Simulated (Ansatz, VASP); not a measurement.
# Ti: VASP beside Ansatz

```
Ti
1.0
     0.00000    1.84808    2.15671
     1.84808    0.00000    2.15671
     1.84808    1.84808    0.00000
Ti
1
Direct
  0.00000 0.00000 0.00000
```

Alike in both runs: task single point; functional LDA; k mesh 22 × 22 × 22; occupations gaussian, width 0.15 eV; no spin polarisation.

```csv
,VASP,Ansatz
version,VASP 6.6.1,Ansatz 0.2.0
potentials or method,"VASP PAW LDA potentials, release 64 (Ti_sv), cutoff 520 eV","scalar-relativistic, plane waves, PAW"
valence electrons in the cell,12,12
```

|  | VASP | Ansatz | Ansatz less VASP |
| --- | --- | --- | --- |
| gap on the k mesh at the Fermi level (eV) | none | none | - |
| pressure (GPa) | 10.8 | 11.1 | +0.27 |
| traceless stress, the component that is largest in VASP (GPa) | -1.64 | -1.55 | +0.087 |

Ansatz warns that its potentials were made for another functional, while VASP's fit it. LDA's correlation is that of Perdew and Zunger in VASP and of Perdew and Wang (1992) in Ansatz. A gap of «none» marks a metal or a gap that the smearing closes.
